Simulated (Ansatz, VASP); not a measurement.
## ScAl2P3 in VASP and in Ansatz

Contents of INCAR:

```
ALGO = Normal ; EDIFF = 1E-6
ENCUT = 520 ; GGA = PE
ISIF = 2 ; ISMEAR = 0
ISPIN = 2 ; LASPH = True
LCHARG = False ; LMAXMIX = 4
LORBIT = 11 ; LREAL = False
LWAVE = False ; MAGMOM = 1 0 0 0 0 0
NBANDS = 29 ; NELM = 150
PREC = Accurate ; SIGMA = 0.1
```

File KPOINTS:

```
k-points
0
Gamma
  6 6 2
```

File POSCAR:

```
ScAl2P3
1.0
    3.4388175370      0.0000000000      0.0000000000
    0.0000000000      3.4388175370      0.0000000000
    0.0000000000      0.0000000000      8.6028553127
Sc Al P
1 2 3
Direct
    0.0000000000      0.0000000000      0.5000000000
    0.0000000000      0.0000000000      0.1583624655
    0.0000000000      0.0000000000      0.8416375345
    0.5000000000      0.5000000000      0.3692206292
    0.5000000000      0.5000000000      0.6307793708
    0.5000000000      0.5000000000      0.0000000000
```

Input for Ansatz:

```yaml
crystal:
  lattice:
    - [3.438817537, 0.0, 0.0]
    - [0.0, 3.438817537, 0.0]
    - [0.0, 0.0, 8.6028553127]
  atoms:
    - { symbol: Sc, position: [0.0, 0.0, 0.5], spin: 1.0 }
    - { symbol: Al, position: [0.0, 0.0, 0.1583624655] }
    - { symbol: Al, position: [0.0, 0.0, 0.8416375345] }
    - { symbol: P, position: [0.5, 0.5, 0.3692206292] }
    - { symbol: P, position: [0.5, 0.5, 0.6307793708] }
    - { symbol: P, position: [0.5, 0.5, 0.0] }
basis:
  ecutwfc: 420
kpoints:
  mp_grid: { grid: [6, 6, 2] }
hamiltonian:
  xc: pbe
scf:
  occupations: { method: gaussian, width: 0.1 }
  lower_state_search: "off"
output:
  forces: true
  stress: true
  eigenvalues: true
  populations: true
magnetization:
  spin_polarized: true
```

Alike in both runs: task single point; functional PBE; k mesh 6 × 6 × 2; occupations gaussian, width 0.1 eV; collinear spin.

|  | VASP | Ansatz |
| --- | --- | --- |
| version | VASP 6.6.1 | Ansatz 0.2.0 |
| potentials or method | VASP PAW PBE potentials, release 64 (Sc_sv, Al, P), cutoff 520 eV | scalar-relativistic, plane waves, PAW |
| valence electrons in the cell | 32 | 32 |

|  | VASP | Ansatz | Ansatz less VASP |
| --- | --- | --- | --- |
| gap on the k mesh at the Fermi level (eV) | none | none | - |
| pressure (GPa) | 0.1 | 0.1 | -0.01 |
| traceless stress, the component that is largest in VASP (GPa) | -0.25 | -0.08 | +0.169 |
| rms of the force components (eV/Å) | 0.015 | 0.006 | -0.0087 |
| net moment per atom (μB) | 0.00 | 0.00 | 0.000 |

Atom by atom the forces differ by 0.011 eV/Å (rms over components). A gap of «none» marks a metal or a gap that the smearing closes. With one functional, cell and mesh, what is left measures potentials, basis and numerics. Ansatz's warnings: seeded moment not kept.

The k mesh is coarse, so the values compare programs but aren't converged.
